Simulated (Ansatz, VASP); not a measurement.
Two plane-wave programs on C

Contents of INCAR:

```
SYSTEM = C
PREC = Accurate ; ENCUT = 520
EDIFF = 1E-8 ; ISMEAR = -1
SIGMA = 0.03 ; LREAL = .False.
LASPH = .True. ; NELM = 100
ALGO = Normal ; ISIF = 2
LWAVE = .False. ; LCHARG = .False.
GGA = CA ; LEFG = .True.
NBANDS = 11
```

The input KPOINTS:

```
regular mesh
0
Gamma
  14 14 14
  0 0 0
```

File POSCAR:

```
C
1.0
    0.0000000000      1.7803725545      1.7803725545
    1.7803725545      0.0000000000      1.7803725545
    1.7803725545      1.7803725545      0.0000000000
C
2
Direct
    0.0000000000      0.0000000000      0.0000000000
    0.2500000000      0.2500000000      0.2500000000
```

Input for Ansatz:

```yaml
crystal:
  lattice:
    - [0.0, 1.7803725545, 1.7803725545]
    - [1.7803725545, 0.0, 1.7803725545]
    - [1.7803725545, 1.7803725545, 0.0]
  atoms:
    - { symbol: C, position: [0.0, 0.0, 0.0] }
    - { symbol: C, position: [0.25, 0.25, 0.25] }
kpoints:
  mp_grid: { grid: [14, 14, 14] }
  band_path:
    path:
      - [0.0, 0.0, 0.0]
      - [0.5, 0.0, 0.5]
      - [0.625, 0.25, 0.625]
      - [0.375, 0.375, 0.75]
      - [0.0, 0.0, 0.0]
      - [0.5, 0.5, 0.5]
      - [0.5, 0.25, 0.75]
      - [0.5, 0.0, 0.5]
    npoints: 5
scf:
  occupations: { method: fermi_dirac, width: 0.03 }
hamiltonian:
  xc: lda
  pseudopotentials: { kind: paw }
output:
  forces: true
  stress: true
  eigenvalues: true
  efg: { contact_densities: true }
```

Alike in both runs: task electric field gradients; functional LDA; k mesh 14 × 14 × 14; occupations fermi-dirac, width 0.03 eV; no spin polarisation.

|  | VASP | Ansatz |
| --- | --- | --- |
| version | VASP 6.6.1 | Ansatz 0.2.0 |
| potentials or method | VASP PAW LDA potentials, release 64 (C) | PAW with Ansatz's default frozen-core files, scalar-relativistic |
| plane-wave cutoff (eV) | 520 | 420 |
| valence electrons in the cell | 8 | 8 |

VASP gave:

```
gap on the k mesh at the Fermi level (eV) : 4.11
pressure (GPa)                            : -9.5
```

Task: What did Ansatz give for the same quantities?

Result: gap on the k mesh at the Fermi level (eV): 4.12; pressure (GPa): -11.0.

LDA's correlation is that of Perdew and Zunger in VASP and of Perdew and Wang (1992) in Ansatz.
